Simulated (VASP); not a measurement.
Set up this calculation in VASP 6.6.1, as the native input.

| Quantity | Value |
| --- | --- |
| Task | single point |
| Functional | PBE |
| Dispersion | D3(BJ) |
| Potentials or basis | VASP PAW PBE potentials, release 64 (Li_sv, Sn_d, F) |
| Cutoff | 520 eV |
| k mesh | 6 × 6 × 4 |
| Occupations | gaussian, width 0.1 eV |
| Spin | no spin polarisation |
| Dipole correction | no |
| Further INCAR settings | ALGO = Normal; EDIFF = 1e-06; NBANDS = 30 |

The structure of Li2SnF3 lies in POSCAR:

```
Li2SnF3
1.0
    3.0408374788     -0.0000000027      0.0000000000
   -1.5204187371      2.6334425068      0.0000000000
    0.0000000000      0.0000000000      8.7191560176
Li Sn F
2 1 3
Direct
    0.0000000000      0.0000000000      0.5194169631
    0.3333333333      0.6666666667      0.7785128609
    0.3333333333      0.6666666667      0.1438864194
    0.0000000000      0.0000000000     -0.0986294964
    0.3333333333      0.6666666667      0.3954834581
    0.6666666667      0.3333333333      0.6458470448
```

One way to write it, as run:

INCAR

```
ALGO     = Normal         # electronic algorithm
EDIFF    = 1E-6           # SCF threshold, eV
ENCUT    = 520            # plane-wave cutoff, eV
GGA      = PE             # functional
ISIF     = 2              # what is computed and relaxed
ISMEAR   = 0              # smearing method
IVDW     = 12             # dispersion correction
LASPH    = T              # aspherical terms in the spheres
LCHARG   = F              # write CHGCAR
LREAL    = F              # projectors in reciprocal space
LWAVE    = F              # write WAVECAR
NBANDS   = 30             # bands
NELM     = 60             # most SCF steps
PREC     = Accurate       # precision mode
SIGMA    = 0.1            # smearing width, eV
```

KPOINTS

```
k-points
0
Gamma
  6 6 4
```

Potentials or basis: VASP PAW PBE potentials, release 64 (Li_sv, Sn_d, F).

The run is started by

```sh
$ cat potpaw_PBE.64/Li_sv/POTCAR potpaw_PBE.64/Sn_d/POTCAR potpaw_PBE.64/F/POTCAR > POTCAR
$ mpirun -np 1 vasp_std > vasp.out
```

It gave:

| Quantity | Value |
| --- | --- |
| Largest force | 0.033 eV/Å |
| Band gap on the k mesh | zero (an odd number of electrons rules out a gap without spin polarisation) |
| Dispersion energy per atom | -0.180 eV |

Caveat: the k points lie up to 0.40 Å⁻¹ apart, too coarse for converged energies and pressures of a metal; spin-orbit coupling is left out, which moves the levels of the heavy elements; an odd number of electrons without spin polarisation forces a metal; a magnetic or distorted state may lie lower.

It took 81 s on 1 thread of AMD EPYC 7R43 64-Core Processor (Zen 3), with other jobs on the host, peak memory 0.18 GiB.
